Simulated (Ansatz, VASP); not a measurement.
# Two plane-wave programs on BeCd2S3

```
Be Cd S
1.0
     1.74445  -12.03042    0.00000
     1.74445   12.03042    0.00000
     0.00000    0.00000    3.53571
Be Cd S
1 2 3
Direct
  0.00000 0.00000 0.00000
  0.14450 0.85550 0.50000
  0.85550 0.14450 0.50000
  0.50000 0.50000 0.50000
  0.33925 0.66075 0.00000
  0.66075 0.33925 0.00000
```

Change from the starting cell: species swapped into the TlAg3Te2 type (Cmmm, No. 65).

Alike in both runs: functional PBE; k mesh 4 × 4 × 4; occupations gaussian, width 0.1 eV; no spin polarisation.

Ansatz relaxed the structure, and its values are those at the end. VASP's run is a single point on that final structure, the one shown.

|  | VASP | Ansatz |
| --- | --- | --- |
| version | VASP 6.6.1 | Ansatz 0.2.0 |
| potentials or method | VASP PAW PBE potentials, release 64 (Be, Cd, S), cutoff 520 eV | scalar-relativistic, plane waves, PAW |
| valence electrons in the cell | 44 | 60 |

Ansatz gave:

```
gap on the k mesh at the Fermi level (eV) : none
pressure (GPa)                            : -0.1
rms of the force components (eV/Å)        : 0.014
```

**Question.** Which values does VASP return?

**Answer.** gap on the k mesh at the Fermi level (eV): none; pressure (GPa): 0.2; rms of the force components (eV/Å): 0.001.

A gap of «none» marks a metal or a gap that the smearing closes. The functional is the same, so the differences come from potentials, cutoffs and numerics. VASP's potentials hold 44 valence electrons a cell and Ansatz's 60, so a difference there can come from the potentials and not from the codes.

The k mesh is coarse, so the values compare programs but aren't converged.
